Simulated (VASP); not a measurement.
Write the native input for VASP 6.6.1 that does the following.

* Task: single point
* Functional: PBE
* Potentials or basis: VASP PAW PBE potentials, release 64 (In_d, P)
* Cutoff: 520 eV
* k mesh: 12 × 12 × 3
* Occupations: gaussian, width 0.1 eV
* Spin: no spin polarisation
* Dipole correction: no
* Further INCAR settings: ALGO = Normal; EDIFF = 1e-06; NBANDS = 46

The structure of InP lies in POSCAR:

```
InP
1.0
    3.9371260315      0.0000000000      0.0000000000
   -1.9685630157      3.4096511612      0.0000000000
    0.0000000000      0.0000000000     12.9058134895
In P
4 4
Direct
    0.0000000000      0.0000000000      0.0000000000
    0.3333333333      0.6666666667      0.2500000000
    0.0000000000      0.0000000000      0.5000000000
    0.6666666667      0.3333333333      0.7500000000
    0.6666666667      0.3333333333      0.1234028418
    0.6666666667      0.3333333333      0.3765971582
    0.3333333333      0.6666666667      0.6234028418
    0.3333333333      0.6666666667      0.8765971582
```

The input as run:

INCAR

```
PREC = Accurate ; ENCUT = 520
EDIFF = 1E-6 ; ISMEAR = 0
SIGMA = 0.1 ; LREAL = F
LASPH = T ; NELM = 80
ALGO = Normal ; ISIF = 2
LWAVE = F ; LCHARG = F
GGA = PE ; NBANDS = 46
```

KPOINTS

```
Automatic mesh
0
Gamma
  12 12 3
```

Potentials or basis: VASP PAW PBE potentials, release 64 (In_d, P).

Run with:

```sh
$ cat potpaw_PBE.64/In_d/POTCAR potpaw_PBE.64/P/POTCAR > POTCAR
$ mpirun -np 1 vasp_std > vasp.out
```

It gave:

```
Pressure               : 0.0 GPa
Largest force          : 0.003 eV/Å
Band gap on the k mesh : zero (bands 36 and 37 overlap by 0.94 eV)
```

Caveat: spin-orbit coupling is left out, which moves the levels of the heavy elements.

It took 8 min on 1 thread of Intel(R) Xeon(R) Platinum 8259CL CPU @ 2.50GHz (Skylake/Cascade Lake), with other jobs on the host, peak memory 0.41 GiB.
